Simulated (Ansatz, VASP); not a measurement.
**Two plane-wave programs on Pt**

The input INCAR:

```
SYSTEM = Pt
PREC     = Accurate       ! precision mode
ENCUT    = 520            ! plane-wave cutoff, eV
EDIFF    = 1E-7           ! SCF threshold, eV
ISMEAR   = -1             ! smearing method
SIGMA    = 0.1            ! smearing width, eV
LREAL    = .False.        ! projectors in reciprocal space
LASPH    = .True.         ! aspherical terms in the spheres
NELM     = 80             ! most SCF steps
ALGO     = Normal         ! electronic algorithm
ISIF     = 2              ! what is computed and relaxed
LWAVE    = .False.        ! write WAVECAR
LCHARG   = .False.        ! write CHGCAR
GGA      = RE             ! functional
NBANDS   = 17             ! bands
```

File KPOINTS:

```
regular mesh
0
Gamma
  11 11 11
  0 0 0
```

File POSCAR:

```
Pt
1.0
    0.0000000000      2.9831005588      2.9831005588
    2.9831005588      0.0000000000      2.9831005588
    2.9831005588      2.9831005588      0.0000000000
Pt
2
Direct
    0.1250000000      0.1250000000      0.1250000000
    0.8750000000      0.8750000000      0.8750000000
```

Input for Ansatz:

```yaml
crystal:
  lattice:
    - [0.0, 2.9831005588, 2.9831005588]
    - [2.9831005588, 0.0, 2.9831005588]
    - [2.9831005588, 2.9831005588, 0.0]
  atoms:
    - { symbol: Pt, position: [0.125, 0.125, 0.125] }
    - { symbol: Pt, position: [0.875, 0.875, 0.875] }
hamiltonian:
  xc: revpbe
  pseudopotentials:
    kind: paw
    azcp:
      Pt: "pseudopotentials/Pt.paw.azcp"
basis:
  ecutwfc: 420
  fft_grid_basis: typed
kpoints:
  mp_grid: { grid: [11, 11, 11], shift: [0, 0, 0] }
magnetization:
  spin_polarized: false
scf:
  occupations: { method: fermi_dirac, width: 0.1 }
  lower_state_search: "off"
output:
  stress: true
```

Alike in both runs: task single point; functional revPBE; k mesh 11 × 11 × 11; occupations fermi-dirac, width 0.1 eV; no spin polarisation.

|  | VASP | Ansatz |
| --- | --- | --- |
| version | VASP 6.6.1 | Ansatz 0.2.0 |
| potentials or method | VASP PAW PBE potentials, release 64 (Pt), cutoff 520 eV | plane waves (420 eV) with PAW, scalar-relativistic |
| valence electrons in the cell | 20 | 36 |

|  | VASP | Ansatz | Ansatz less VASP |
| --- | --- | --- | --- |
| pressure (GPa) | -6.6 | -6.4 | +0.20 |

VASP's potentials were made for PBE, not for revPBE. With one functional, cell and mesh, what is left measures potentials, basis and numerics. VASP's potentials hold 20 valence electrons a cell and Ansatz's 36, so a difference there can come from the potentials and not from the codes.

Neither program's run includes spin-orbit coupling.
